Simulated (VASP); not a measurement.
Wanted: the native input for a VASP 6.6.1 run.

```
Task                   : single point
Functional             : LDA
Potentials or basis    : VASP PAW LDA potentials, release 64 (Au)
Cutoff                 : 520 eV
k mesh                 : 11 × 11 × 6
Occupations            : gaussian, width 0.1 eV
Spin                   : no spin polarisation
Dipole correction      : no
Further INCAR settings : ALGO = Normal; EDIFF = 1e-06; NBANDS = 18
```

The structure of Au lies in POSCAR:

```
Au
1.0
    2.9381622711      0.0000000000      0.0000000000
   -1.4690811355      2.5445194479      0.0000000000
    0.0000000000      0.0000000000      4.9442178906
Au
2
Direct
    0.3333333333      0.6666666667      0.7500000000
    0.6666666667      0.3333333333      0.2500000000
```

These files were run (other wordings do the same):

INCAR

```
SYSTEM = Au
ALGO = Normal
EDIFF = 1E-6
ENCUT = 520
GGA = CA
ISIF = 2
ISMEAR = 0
LASPH = .True.
LCHARG = .False.
LREAL = .False.
LWAVE = .False.
NBANDS = 18
NELM = 60
PREC = Accurate
SIGMA = 0.1
```

KPOINTS

```
k-points
0
Gamma
  11 11 6
  0 0 0
```

Potentials or basis: VASP PAW LDA potentials, release 64 (Au).

Command:

```sh
$ cat potpaw_LDA.64/Au/POTCAR > POTCAR
$ mpirun -np 1 vasp_std > vasp.out
```

It gave:

* Pressure: -14.8 GPa
* Band gap on the k mesh: zero (band 11 reaches 11.43 eV, above the bottom of band 12 at 5.45 eV)

Caveat: spin-orbit coupling is left out, which moves the levels of the heavy elements.

It took 21 s on 1 thread of AMD EPYC 7R13 Processor (Zen 3) (shared host), peak memory 0.13 GiB.
